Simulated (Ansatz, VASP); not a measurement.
# Si7Ge: VASP beside Ansatz

```
Si Ge
1.0
     5.59566    0.00000    0.00000
     0.00000    5.59566    0.00000
     0.00000    0.00000    5.45918
Si Ge
7 1
Direct
  0.25260 0.25260 0.25260
  0.00000 0.50000 0.50000
  0.50000 0.50000 0.00000
  0.50000 0.00000 0.50000
  0.74740 0.25260 0.74740
  0.74740 0.74740 0.25260
  0.25260 0.74740 0.74740
  0.00000 0.00000 0.00000
```

Change from the starting cell: strain +0.025 along x and y, +0.000 along z, atoms carried along.

Alike in both runs: task single point; functional PBEsol; k mesh 6 × 6 × 6; occupations gaussian, width 0.03 eV; no spin polarisation.

|  | VASP | Ansatz |
| --- | --- | --- |
| version | VASP 6.6.1 | Ansatz 0.2.0 |
| potentials or method | VASP PAW PBE potentials, release 64 (Si, Ge_d), cutoff 520 eV | scalar-relativistic, plane waves, PAW |
| valence electrons in the cell | 42 | 42 |

|  | VASP | Ansatz | Ansatz less VASP |
| --- | --- | --- | --- |
| gap on the k mesh at the Fermi level (eV) | 0.24 | 0.25 | +0.005 |
| least direct gap on the mesh (eV) | 0.24 | 0.25 | +0.005 |
| pressure (GPa) | -4.0 | -4.0 | -0.06 |
| traceless stress, the component that is largest in VASP (GPa) | 1.44 | 1.44 | 0.000 |
| rms of the force components (eV/Å) | 0.003 | 0.003 | +0.0005 |

VASP's potentials were made for PBE, not for PBEsol. Atom by atom the forces differ by 0.003 eV/Å (rms over components).
